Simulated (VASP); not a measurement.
A run of VASP 6.6.1 is set up as follows.

INCAR

```
PREC = Accurate
ENCUT = 520
EDIFF = 1E-7
ISMEAR = 0
SIGMA = 0.05
LREAL = False
LASPH = True
NELM = 60
ALGO = Normal
ISIF = 2
LWAVE = False
LCHARG = False
GGA = CA
NBANDS = 16
```

Contents of KPOINTS:

```
regular mesh
0
Gamma
  9 9 6
```

The input POSCAR:

```
AlN
1.0
    3.0886152983      0.0000000000     -0.1544307649
   -1.5443076491      2.6748193108      0.0772153825
   -0.2471792133      0.0000000000      4.7458408954
Al N
2 2
Direct
    0.3387987705      0.6665545685     -0.0026931223
    0.6722442020      0.3334454315      0.4973068777
    0.3289917067      0.6690263861      0.3876931223
    0.6599653207      0.3309736139      0.8876931223
```

Potentials or basis: VASP PAW LDA potentials, release 64 (Al, N).

The run is started by

```bash
$ cat potpaw_LDA.64/Al/POTCAR potpaw_LDA.64/N/POTCAR > POTCAR
$ mpirun -np 1 vasp_std > vasp.out
```

(1) Estimate the largest force.

(2) What does it give for the pressure?

Results:

(1) 0.014 eV/Å.

(2) 9.5 GPa.

Caveat: the cell differs from its parent crystal (engineering shear strain xz -0.1000, normal strain along z -0.0400).
